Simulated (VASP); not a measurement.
Input of a VASP 6.6.1 run:

Contents of INCAR:

```
ALGO = Normal ; EDIFF = 1E-6
EDIFFG = -0.04 ; ENCUT = 600
GGA = PE ; IBRION = 2
ISIF = 3 ; ISMEAR = 0
LASPH = True ; LCHARG = False
LREAL = False ; LWAVE = False
NELM = 100 ; NSW = 90
PREC = Accurate ; SIGMA = 0.1
```

KPOINTS

```
k-points
0
Gamma
  6 6 6
```

POSCAR

```
NaHfIr2
1.0
   -2.3194838500      2.3194838500      2.3784895600
    2.3194838500     -2.3194838500      2.3784895600
    2.3194838500      2.3194838500     -2.3784895600
Na Hf Ir
1 1 2
Direct
    0.5000000000      0.5000000000      0.0000000000
    0.0000000000      0.0000000000      0.0000000000
    0.5000000000      0.0000000000      0.5000000000
    0.0000000000      0.5000000000      0.5000000000
```

Potentials or basis: VASP PAW PBE potentials, release 64 (Na_pv, Hf_pv, Ir).

Launch:

```console
$ cat potpaw_PBE.64/Na_pv/POTCAR potpaw_PBE.64/Hf_pv/POTCAR potpaw_PBE.64/Ir/POTCAR > POTCAR
$ mpirun -np 1 vasp_std > vasp.out
```

**Question.** Predict the space group after relaxing (to 0.05 Å).

**Answer.** I4/mmm (No. 139).

**Question.** Estimate the relaxed volume.

**Answer.** 18.71 Å³/atom.

**Question.** Predict the relaxed cell.

**Answer.** a = 4.598 Å, b = 4.598 Å, c = 4.598 Å, α = 109.52°, β = 109.52°, γ = 109.37°.

Final structure:
```cif
data_structure
_symmetry_space_group_name_H-M 'P 1'
_symmetry_Int_Tables_number 1
_cell_length_a 4.5981
_cell_length_b 4.5981
_cell_length_c 4.5981
_cell_angle_alpha 109.522
_cell_angle_beta 109.522
_cell_angle_gamma 109.370
_cell_volume 74.83
loop_
_atom_site_label
_atom_site_type_symbol
_atom_site_fract_x
_atom_site_fract_y
_atom_site_fract_z
_atom_site_occupancy
Na1 Na 0.50000 0.50000 0.00000 1
Hf1 Hf 0.00000 0.00000 0.00000 1
Ir1 Ir 0.50000 0.00000 0.50000 1
Ir2 Ir 0.00000 0.50000 0.50000 1
```

Caveat: the volume moved by over 15 % at a fixed basis, so the end points are rough.
